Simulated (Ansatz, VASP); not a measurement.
YAl2N3: VASP beside Ansatz

```
CELL_PARAMETERS angstrom
5.09117 -2.89000 0.00000
5.09117 2.89000 0.00000
0.00000 0.00000 5.15408
ATOMIC_POSITIONS crystal
Y 0.30774 0.69226 0.46486
Y 0.69226 0.30774 0.96486
Al 0.00999 0.34056 0.48966
Al 0.65944 0.99001 0.48966
Al 0.99001 0.65944 0.98966
Al 0.34056 0.00999 0.98966
N 0.05462 0.33167 0.85540
N 0.66833 0.94538 0.85540
N 0.94538 0.66833 0.35540
N 0.33167 0.05462 0.35540
N 0.29100 0.70900 0.93303
N 0.70900 0.29100 0.43303
```

Alike in both runs: functional PBE; k mesh 6 × 6 × 6; occupations gaussian, width 0.02 eV; no spin polarisation.

Ansatz relaxed the structure, and its values are those at the end. VASP's run is a single point on that final structure, the one shown.

|  | VASP | Ansatz |
| --- | --- | --- |
| version | VASP 6.6.1 | Ansatz 0.2.0 |
| potentials or method | VASP PAW PBE potentials, release 64 (Y_sv, Al, N), cutoff 520 eV | scalar-relativistic, plane waves, PAW |
| valence electrons in the cell | 64 | 64 |

|  | VASP | Ansatz | Ansatz less VASP |
| --- | --- | --- | --- |
| gap on the k mesh at the Fermi level (eV) | 2.29 | 2.29 | +0.007 |
| least direct gap on the mesh (eV) | 2.46 | 2.46 | +0.007 |
| pressure (GPa) | -0.2 | 0.0 | +0.21 |
| rms of the force components (eV/Å) | 0.003 | 0.003 | -0.0001 |
